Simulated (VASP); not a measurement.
Here is a VASP 6.6.1 calculation.

Contents of INCAR:

```
ALGO     = Normal         # electronic algorithm
EDIFF    = 1E-6           # SCF threshold, eV
ENCUT    = 520            # plane-wave cutoff, eV
GGA      = PE             # functional
ISIF     = 2              # what is computed and relaxed
ISMEAR   = 0              # smearing method
LASPH    = T              # aspherical terms in the spheres
LCHARG   = T              # write CHGCAR
LELF     = T              # ELF
LREAL    = F              # projectors in reciprocal space
LVHAR    = T            
LWAVE    = F              # write WAVECAR
NBANDS   = 28             # bands
NELM     = 100            # most SCF steps
PREC     = Accurate       # precision mode
SIGMA    = 0.1            # smearing width, eV
```

The input KPOINTS:

```
k-points
0
Gamma
  6 6 6
```

The input POSCAR:

```
MoW2
1.0
    4.6302924600      0.0000000000      0.0000000000
   -2.3151462300      4.0099509000      0.0000000000
    0.0000000000      0.0000000000      2.8354634700
Mo W
1 2
Direct
    0.0000000000      0.0000000000      0.5000000000
    0.3333333300      0.6666666700      0.8333333300
    0.6666666700      0.3333333300      0.1666666700
```

Potentials or basis: VASP PAW PBE potentials, release 64 (Mo_sv, W_sv).

Command:

```sh
$ cat potpaw_PBE.64/Mo_sv/POTCAR potpaw_PBE.64/W_sv/POTCAR > POTCAR
$ mpirun -np 1 vasp_std > vasp.out
```

Question: Predict the largest force.

Answer: 0.029 eV/Å.

Question: Predict the band gap on the k mesh.

Answer: Zero (bands 21 and 22 overlap by 3.01 eV).

Stress tensor (GPa, compression positive):
```
-20.87   0.00   0.00
  0.00 -20.87   0.00
  0.00   0.00 -22.36
```

Caveat: the k points lie up to 0.37 Å⁻¹ apart, too coarse for converged energies and pressures of a metal; spin-orbit coupling is left out, which moves the levels of the heavy elements.
